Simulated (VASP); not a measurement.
CuI2 (fluorite type): single point with PBE

CuI2 (fluorite type):

```
Cu I
1.0
     0.00000    3.58600    3.58600
     3.58600    0.00000    3.58600
     3.58600    3.58600    0.00000
Cu I
1 2
Direct
  0.00000 0.00000 0.00000
  0.25000 0.25000 0.25000
  0.75000 0.75000 0.75000
```

- Program: VASP 6.6.1
- Task: single point
- Functional: PBE
- Potentials or basis: VASP PAW PBE potentials, release 64 (Cu, I)
- Cutoff: 520 eV
- k mesh: 12 × 12 × 12
- Occupations: fermi-dirac, width 0.03 eV
- Spin: no spin polarisation

```yaml
Pressure: -0.1 GPa
Band_gap_on_the_k_mesh: zero (an odd number of electrons rules out a gap without spin polarisation)
```

Levels at points of the mesh, in eV from the Fermi level:
| k point | band 10 | band 11 | band 12 | band 13 | band 14 | band 15 | band 16 | band 17 |
| --- | --- | --- | --- | --- | --- | --- | --- | --- |
| (0.00, 0.00, 0.00) | -0.94 | -0.90 | -0.90 | -0.90 | 0.98 | 3.51 | 3.51 | 3.51 |
| (0.50, 0.00, 0.00) | -1.59 | -1.47 | -0.77 | -0.77 | 3.01 | 5.88 | 5.88 | 6.48 |
| (0.50, 0.50, 0.00) | -1.48 | 0.24 | 0.24 | 0.35 | 1.29 | 5.12 | 7.11 | 7.12 |

It took 4.3 min on 1 thread of Intel(R) Xeon(R) Platinum 8375C CPU @ 2.90GHz (Ice Lake), on a shared host, peak memory 0.31 GiB.

Caveat: spin-orbit coupling is left out, which moves the levels of the heavy elements; an odd number of electrons without spin polarisation forces a metal; a magnetic or distorted state may lie lower.
